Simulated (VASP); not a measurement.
**Si: single point with r2SCAN**

Crystal: Si.

```
Si
1.0
     0.00000    2.77548    2.77548
     2.77548    0.00000    2.77548
     2.77548    2.77548    0.00000
Si
2
Direct
  0.75000 0.75000 0.75000
  0.50000 0.50000 0.50000
```

This cell differs from its parent crystal: volume scaled by 1.06.

| Item | Value |
| --- | --- |
| Program | VASP 6.6.1 |
| Task | single point |
| Functional | r2SCAN |
| Potentials or basis | VASP PAW PBE potentials, release 64 (Si) |
| Cutoff | 520 eV |
| k mesh | 10 × 10 × 10 |
| Occupations | gaussian, width 0.02 eV |
| Spin | no spin polarisation |

```
Pressure               : -5.2 GPa
Band gap on the k mesh : 0.88 eV, indirect (least direct gap 2.73 eV)
```

Levels at points of the mesh, in eV from the valence-band top:
| k point | band 1 | band 2 | band 3 | band 4 | band 5 | band 6 | band 7 | band 8 |
| --- | --- | --- | --- | --- | --- | --- | --- | --- |
| (0.00, 0.00, 0.00) | -12.07 | 0.00 | 0.00 | 0.00 | 2.73 | 2.73 | 2.73 | 3.19 |
| (0.50, 0.00, 0.00) | -9.79 | -6.96 | -1.21 | -1.21 | 1.63 | 3.61 | 3.61 | 8.22 |
| (0.50, 0.50, 0.00) | -7.95 | -7.95 | -2.83 | -2.83 | 1.04 | 1.04 | 10.29 | 10.29 |

Wall time 58 s on 1 thread of Intel(R) Xeon(R) Platinum 8375C CPU @ 2.90GHz (Ice Lake), on a shared host, peak memory 0.16 GiB.

Caveat: the PAW data sets were made with another functional, which shifts forces and pressure a little. A k mesh can miss the band edges.
